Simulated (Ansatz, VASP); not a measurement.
# Two plane-wave programs on ScCoC4N4

```
Sc Co C N
1.0
     5.92701    0.00000    0.00000
     0.00000    5.92701    0.00000
     0.00000    0.00000    5.92701
Sc Co C N
1 1 4 4
Direct
  0.50000 0.50000 0.50000
  0.00000 0.00000 0.00000
  0.18221 0.18221 0.18221
  0.18221 0.81779 0.81779
  0.81779 0.18221 0.81779
  0.81779 0.81779 0.18221
  0.29753 0.29753 0.29753
  0.29753 0.70247 0.70247
  0.70247 0.29753 0.70247
  0.70247 0.70247 0.29753
```

Alike in both runs: functional PBE; k mesh 6 × 6 × 6; occupations gaussian, width 0.1 eV; collinear spin.

Ansatz relaxed the structure, and its values are those at the end. VASP's run is a single point on that final structure, the one shown.

|  | VASP | Ansatz |
| --- | --- | --- |
| version | VASP 6.6.1 | Ansatz 0.2.0 |
| potentials or method | VASP PAW PBE potentials, release 64 (Sc_sv, Co, C, N), cutoff 520 eV | scalar-relativistic, plane waves, PAW |
| valence electrons in the cell | 56 | 64 |

```csv
,VASP,Ansatz,Ansatz less VASP
gap on the k mesh at the Fermi level (eV),none,none,-
pressure (GPa),0.5,0.0,-0.47
rms of the force components (eV/Å),0.144,0.002,-0.1416
net moment per atom (μB),0.20,0.20,0.000
size of the moment on the site where the two differ most (μB),1.57,1.38,-0.188
```

Site moments also hang on the region over which each program counts them. A gap of «none» marks a metal or a gap that the smearing closes. One of these differences is far larger than is usual between the two programs; its cause wasn't traced. With one functional, cell and mesh, what is left measures potentials, basis and numerics. VASP's potentials hold 56 valence electrons a cell and Ansatz's 64, so a difference there can come from the potentials and not from the codes.

Noted on VASP's run: the standard files for N, O and F lose accuracy on very short bonds.
